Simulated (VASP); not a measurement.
# C (P6/mmm) in VASP: single point with PBE

Aim: the single point of C with PBE.

All numbers are computed with VASP 6.6.1; they aren't measurements. Logs are shortened: lines on timing, memory, paths and dates and some standing lists are left out, and cuts for length are marked.

## Step 1: The cell of the first run

It takes space group P6/mmm (No. 191, hexagonal). Conventional cell: a = 2.907 Å, b = 2.907 Å, c = 2.837 Å, α = 90.00°, β = 90.00°, γ = 120.00°. Within 3.7 Å of C (site symmetry 6/mmm) lie 8 C at 2.84 to 2.91 Å.

## Step 2: Single point, PBE

Contents of INCAR:

```
ALGO = Normal
EDIFF = 1E-6
ENCUT = 520
GGA = PE
ISIF = 2
ISMEAR = -1
LASPH = T
LCHARG = T
LELF = T
LREAL = F
LVHAR = T
LWAVE = F
NBANDS = 8
NELM = 80
PREC = Accurate
SIGMA = 0.2
```

Contents of KPOINTS:

```
k-points
0
Gamma
  9 9 8
```

Contents of POSCAR:

```
C
1.0
    2.9065000000      0.0000000000      0.0000000000
   -1.4532500000      2.5171028400      0.0000000000
    0.0000000000      0.0000000000      2.8366000000
C
1
Direct
    0.6666666667      0.3333333333      0.5000000000
```

Potentials or basis: VASP PAW PBE potentials, release 64 (C).

Run with:

```console
$ cat potpaw_PBE.64/C/POTCAR > POTCAR
$ mpirun -np 1 vasp_std > vasp.out
```

OUTCAR:

```text
EDIFF = 1E-6
   ENCUT = 520
   GGA = PE
   ISIF = 2
   ISMEAR = -1
   LASPH = T
   LREAL = F
   NELM = 80
   PREC = Accurate

 ion  position               nearest neighbor table
   1  0.667  0.333  0.500-

  LATTYP: Found a hexagonal cell.
 ALAT       =     2.9065000000
 C/A-ratio  =     0.9759504559

  Lattice vectors:

 A1 = (   2.9065000000,   0.0000000000,   0.0000000000)
 A2 = (  -1.4532500000,   2.5171028400,   0.0000000000)
 A3 = (   0.0000000000,   0.0000000000,   2.8366000000)

Analysis of symmetry for initial positions (statically):
=====================================================================
 Subroutine PRICEL returns:
 Original cell was already a primitive cell.

 Routine SETGRP: Setting up the symmetry group for a
 hexagonal supercell.

 Subroutine GETGRP returns: Found 24 space group operations
 (whereof 12 operations were pure point group operations)
 out of a pool of 24 trial point group operations.

The static configuration has the point symmetry D_3h.
 The point group associated with its full space group is D_6h.

Analysis of symmetry for dynamics (positions and initial velocities):
=====================================================================
 Subroutine PRICEL returns:
 Original cell was already a primitive cell.

 Routine SETGRP: Setting up the symmetry group for a
 hexagonal supercell.

 Subroutine GETGRP returns: Found 24 space group operations
 (whereof 12 operations were pure point group operations)
 out of a pool of 24 trial point group operations.

The dynamic configuration has the point symmetry D_3h.
 The point group associated with its full space group is D_6h.

 Subroutine INISYM returns: Found 24 space group operations
 (whereof 12 operations are pure point group operations),
 and found     1 'primitive' translations

----------------------------------------------------------------------------------------

                                     Primitive cell

  volume of cell :      20.7525

  direct lattice vectors                    reciprocal lattice vectors
     2.906500000  0.000000000  0.000000000     0.344056425  0.198641069  0.000000000
    -1.453250000  2.517102840  0.000000000     0.000000000  0.397282139  0.000000000
     0.000000000  0.000000000  2.836600000     0.000000000  0.000000000  0.352534725

  length of vectors
     2.906500000  2.906500003  2.836600000     0.397282139  0.397282139  0.352534725

  position of ions in fractional coordinates (direct lattice)
     0.666666667  0.333333333  0.500000000

[... 73 lines left out ...]
   ENCUT  =  520.0 eV  38.22 Ry    6.18 a.u.   5.40  5.40  5.27*2*pi/ulx,y,z
   NELM   =     80;   NELMIN=  2; NELMDL= -5     # of ELM steps
   EDIFF  = 0.1E-05   stopping-criterion for ELM
   LREAL  =      F    real-space projection
   EDIFFG = 0.1E-04   stopping-criterion for IOM
   NSW    =      0    number of steps for IOM
   IBRION =     -1    ionic relax: 0-MD 1-quasi-New 2-CG
   NFREE  =      0    steps in history (QN), initial steepest desc. (CG)
   ISIF   =      2    stress and relaxation
   ISYM   =      2    0-nonsym 1-usesym 2-fastsym
   POTIM  = 0.5000    time-step for ionic-motion
   TEBEG  =    0.0;   TEEND  =   0.0 temperature during run
   PSTRESS=    0.0 pullay stress
   NELECT =       4.0000    total number of electrons
   NUPDOWN=      -1.0000    fix difference up-down
   EMIN   =  10.00;   EMAX   =-10.00  energy-range for DOS
   EFERMI =   0.00;   METHOD = LEGACY
   ISMEAR =    -1;   SIGMA  =   0.20  broadening in eV -4-tet -1-fermi 0-gaus
   EFERMI_NEDOS =   21; number of points for ismear=-14 and -15
   IALGO  =     38    algorithm
   IMIX   =      4    mixing-type and parameters
     AMIX     =   0.40;   BMIX     =  1.00
     AMIX_MAG =   1.60;   BMIX_MAG =  1.00
  volume/ion in A,a.u.               =      20.75       140.04
  Fermi-wavevector in a.u.,A,eV,Ry     =   0.945667  1.787052 12.167508  0.894287
  Thomas-Fermi vector in A             =   2.073591
   LORBIT       =      0    0 simple, 1 ext, 2 COOP (PROOUT), +10 PAW based schemes
   GGA     = PE    functional components
   LHFCALC =     F    Hartree Fock is set to
   AEXX    =    0.0000 exact exchange contribution
   IVDW    =     0    specifies the selected vdW correction
   LEPSILON=     F    determine dielectric tensor
   LRPA    =     F    only Hartree local field effects (RPA)
 non-spin polarized calculation
  energy-cutoff  :      520.00
  volume of cell :       20.75
 maximum number of plane-waves:       575
 NGX is ok and might be reduce to    24
   NGX = 11   NGY = 11   NGZ = 11

 number of electron       4.0000000 magnetization

 Free energy of the ion-electron system (eV)
  ---------------------------------------------------
  ext. energy  EPLUGINS =         0.00000000
  ---------------------------------------------------
  free energy    TOTEN  =        -2.87479422 eV

  energy without entropy =       -2.72894100  energy(sigma->0) =       -2.80186761

 E-fermi :  -1.5043     XC(G=0):  -8.0356

 val. band max:       -1.5529876509   @ k =   0.2222   0.1111   0.1250
 cond. band min:      -1.5024439655   @ k =   0.4444   0.1111   0.3750
 fundamental gap:      0.0505436854
 Fermi energy:        -1.5042806582

 k-point     1 :       0.0000    0.0000    0.0000
  band No.  band energies     occupation
      1     -11.7699      2.00000
      2       0.6971      0.00003
      3       1.2902      0.00000
      4       1.2902      0.00000
      5       8.9244      0.00000
      6      14.4284      0.00000
      7      18.4638      0.00000
      8      18.4638      0.00000
[... 243 lines left out ...]
 k-point    24 :       0.3333    0.3333    0.1250
  band No.  band energies     occupation
      1      -9.0328      2.00000
      2      -2.3345      1.96899
      3      -2.3345      1.96899
      4       1.0066      0.00001
      5      12.6175      0.00000
      6      12.6175      0.00000
      7      16.9461      0.00000
      8      19.3613      0.00000

 [... further k-points ...]
[... 5 lines left out ...]
  --------------------------------------------------------------------------------------
  -------------------------------------------------------------------------------------
  Total       -2.6738433     -2.6738433     -2.4573265      0.0000000      0.0000000     -0.0000000
  in kB     -206.4320601   -206.4320607   -189.7160456      0.0000000      0.0000000     -0.0000000
  external PRESSURE =    -200.8600554 kB  Pullay stress =       0.0000000 kB

 VOLUME and BASIS-vectors are now :
 -----------------------------------------------------------------------------
  energy-cutoff  :      520.00
  volume of cell :       20.75
      direct lattice vectors                 reciprocal lattice vectors
     2.906500000  0.000000000  0.000000000     0.344056425  0.198641069  0.000000000
    -1.453250000  2.517102840  0.000000000     0.000000000  0.397282139  0.000000000
     0.000000000  0.000000000  2.836600000     0.000000000  0.000000000  0.352534725

 POSITION                                       TOTAL-FORCE (eV/Angst)
 -----------------------------------------------------------------------------------
      1.45325      0.83903      1.41830         0.000000      0.000000      0.000000
 -----------------------------------------------------------------------------------
    total drift:                               -0.000000      0.000000     -0.000000

  FREE ENERGIE OF THE ION-ELECTRON SYSTEM (eV)
  ---------------------------------------------------
  free  energy   TOTEN  =        -2.8747942243 eV

  energy  without entropy=       -2.7289409957  energy(sigma->0) =       -2.80186761
```

OSZICAR:

```text
N       E                     dE             d eps       ncg     rms          rms(c)
DAV:   1     0.320316375131E+01    0.32032E+01   -0.18262E+03   968   0.392E+02
DAV:   2    -0.280614682780E+01   -0.60093E+01   -0.58326E+01  1232   0.456E+01
DAV:   3    -0.290740562629E+01   -0.10126E+00   -0.10031E+00  1160   0.697E+00
DAV:   4    -0.290764346860E+01   -0.23784E-03   -0.23782E-03  1560   0.344E-01
DAV:   5    -0.290764348921E+01   -0.20606E-07   -0.20671E-07  1160   0.275E-03    0.966E-01
DAV:   6    -0.288010118825E+01    0.27542E-01   -0.42021E-02   992   0.922E-01    0.438E-01
DAV:   7    -0.287443830518E+01    0.56629E-02   -0.29157E-02  1080   0.813E-01    0.107E-01
DAV:   8    -0.287479680852E+01   -0.35850E-03   -0.44920E-04  1056   0.143E-01    0.111E-02
DAV:   9    -0.287479452905E+01    0.22795E-05   -0.32316E-06  1504   0.111E-02    0.364E-03
DAV:  10    -0.287479422429E+01    0.30476E-06   -0.53791E-07  1000   0.535E-03
   1 F= -.28747942E+01 E0= -.28018676E+01  d E =-.145853E+00
```

stdout:

```text
POSCAR found type information on POSCAR C
 POSCAR found :  1 types and       1 ions
 scaLAPACK will be used
 LDA part: xc-table for (Slater+PW92), standard interpolation
 POSCAR, INCAR and KPOINTS ok, starting setup
 FFT: planning ... GRIDC
 FFT: planning ... GRID_SOFT
 FFT: planning ... GRID
 WAVECAR not read
 entering main loop
```

It took 2.8 s on 1 thread of Intel Xeon 6975P-C (Granite Rapids), shared host; peak memory 0.12 GiB.

Results:

```
Free energy            : -2.8748 eV
Pressure               : -20.1 GPa
Band gap on the k mesh : zero (band 2 reaches 0.70 eV, above the bottom of band 3 at -2.46 eV)
```
